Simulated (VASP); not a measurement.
Write the native input for VASP 6.6.1 that does the following.

```yaml
Task: single point
Functional: PBE
Potentials_or_basis: VASP PAW PBE potentials, release 64 (Li_sv, Br)
Cutoff: 750 eV
k_mesh: 8 × 8 × 8
Occupations: fermi-dirac, width 0.03 eV
Spin: no spin polarisation
Dipole_correction: no
Further_INCAR_settings: ALGO = Normal; EDIFF = 1e-06; NBANDS = 12
```

The structure of LiBr lies in POSCAR:

```
LiBr
1.0
    0.0000000000      2.7445000000      2.7445000000
    2.7445000000      0.0000000000      2.7445000000
    2.7445000000      2.7445000000      0.0000000000
Li Br
1 1
Direct
    0.0000000000      0.0000000000      0.0000000000
    0.5000000000      0.5000000000      0.5000000000
```

One way to write it, as run:

INCAR

```
SYSTEM = LiBr
PREC     = Accurate       ! precision mode
ENCUT    = 750            ! plane-wave cutoff, eV
EDIFF    = 1E-6           ! SCF threshold, eV
ISMEAR   = -1             ! smearing method
SIGMA    = 0.03           ! smearing width, eV
LREAL    = .False.        ! projectors in reciprocal space
LASPH    = .True.         ! aspherical terms in the spheres
NELM     = 120            ! most SCF steps
ALGO     = Normal         ! electronic algorithm
ISIF     = 2              ! what is computed and relaxed
LWAVE    = .False.        ! write WAVECAR
LCHARG   = .False.        ! write CHGCAR
GGA      = PE             ! functional
NBANDS   = 12             ! bands
GGA_COMPAT= .False.
```

KPOINTS

```
regular mesh
0
Gamma
  8 8 8
  0 0 0
```

Potentials or basis: VASP PAW PBE potentials, release 64 (Li_sv, Br).

Run with:

```bash
$ cat potpaw_PBE.64/Li_sv/POTCAR potpaw_PBE.64/Br/POTCAR > POTCAR
$ mpirun -np 1 vasp_std > vasp.out
```

It gave:

```yaml
Pressure: 0.3 GPa
Band_gap_on_the_k_mesh: 4.97 eV
```

Run time: 42 s on 1 thread of Oxide Virtual Turin-like Processor (shared host), peak memory 0.17 GiB.
